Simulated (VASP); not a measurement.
Ga2O3 (La2O3 type):

```
Ga O
1.0
     3.45293    0.00000    0.00000
    -1.72646    2.99032    0.00000
     0.00000    0.00000    5.38657
Ga O
2 3
Direct
  0.33333 0.66667 0.24500
  0.66667 0.33333 0.75500
  0.00000 0.00000 0.00000
  0.33333 0.66667 0.64500
  0.66667 0.33333 0.35500
```

```yaml
Program: VASP 6.6.1
Task: relaxation of cell and atoms
Functional: PBE
Potentials_or_basis: VASP PAW PBE potentials, release 64 (Ga_d, O)
Cutoff: 600 eV
k_mesh: 11 × 11 × 7
Occupations: fermi-dirac, width 0.08 eV
Spin: no spin polarisation
```

At the start: pressure -17.1 GPa; volume 11.12 Å³/atom.

Q: Where does the relaxation end?

A: Over 43 steps the energy falls by 326.2 meV/atom and the volume is 10.85 Å³/atom (-2.4 %); space group P-3m1 (No. 164, to 0.1 Å) before and after.

Step by step:
| step | energy change (eV) | largest force (eV/Å) | pressure (GPa) | volume (Å³) |
| --- | --- | --- | --- | --- |
| 1 | 0.0000 | 1.1576 | -17.13 | 55.62 |
| 3 | -0.7556 | 0.7427 | 4.96 | 48.58 |
| 5 | -1.2409 | 2.1936 | 11.58 | 49.31 |
| 7 | -1.4611 | 1.1163 | 1.58 | 52.03 |
| 9 | -1.5092 | 0.7125 | 0.03 | 52.34 |
| 11 | -1.5740 | 0.3561 | 0.65 | 52.01 |
| 13 | -1.5929 | 0.2251 | 1.28 | 52.26 |
| 15 | -1.6098 | 0.1217 | -2.17 | 53.84 |
| 17 | -1.6288 | 0.0985 | -0.30 | 54.08 |
| 19 | -1.6309 | 0.0392 | -0.02 | 54.29 |
| 21 | -1.6309 | 0.0204 | -0.14 | 54.32 |
| 23 | -1.6310 | 0.0199 | 0.04 | 54.30 |
| 25 | -1.6310 | 0.0171 | 0.04 | 54.28 |
| 27 | -1.6310 | 0.0044 | -0.05 | 54.29 |
| 29 | -1.6310 | 0.0084 | 0.07 | 54.27 |
| 31 | -1.6310 | 0.0080 | -0.04 | 54.27 |
| 33 | -1.6310 | 0.0056 | 0.05 | 54.26 |
| 35 | -1.6311 | 0.0091 | -0.07 | 54.27 |
| 37 | -1.6311 | 0.0104 | 0.02 | 54.26 |
| 39 | -1.6311 | 0.0072 | -0.06 | 54.26 |
| 41 | -1.6311 | 0.0013 | -0.08 | 54.27 |
| 43 | -1.6311 | 0.0034 | -0.04 | 54.26 |

Final structure:
```
CELL_PARAMETERS angstrom
3.04069 0.00000 0.00000
-1.52035 2.63332 0.00000
0.00000 0.00000 6.77665
ATOMIC_POSITIONS crystal
Ga 0.33333 0.66667 0.20767
Ga 0.66667 0.33333 0.79233
O 0.00000 0.00000 0.00000
O 0.33333 0.66667 0.68594
O 0.66667 0.33333 0.31406
```

Caveat: a cell axis changed by over 15 % at a fixed basis, so the end point is rough.
